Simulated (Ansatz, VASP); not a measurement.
# C in VASP and in Ansatz

```
CELL_PARAMETERS angstrom
0.00000 1.76605 1.76605
1.76605 0.00000 1.76605
1.76605 1.76605 0.00000
ATOMIC_POSITIONS crystal
C 0.00000 0.00000 0.00000
C 0.25000 0.25000 0.25000
```

Alike in both runs: functional LDA; k mesh 10 × 10 × 10; occupations gaussian, width 0.1 eV; no spin polarisation.

Ansatz relaxed the structure, and its values are those at the end. VASP's run is a single point on that final structure, the one shown.

|  | VASP | Ansatz |
| --- | --- | --- |
| version | VASP 6.6.1 | Ansatz 0.2.0 |
| potentials or method | VASP PAW LDA potentials, release 64 (C), cutoff 600 eV | scalar-relativistic, plane waves, PAW |
| valence electrons in the cell | 8 | 8 |

```tsv
	VASP	Ansatz	Ansatz less VASP
gap on the k mesh at the Fermi level (eV)	4.20	4.21	+0.003
least direct gap on the mesh (eV)	5.63	5.62	-0.003
pressure (GPa)	0.7	-0.1	-0.83
```

LDA's correlation is that of Perdew and Zunger in VASP and of Perdew and Wang (1992) in Ansatz.
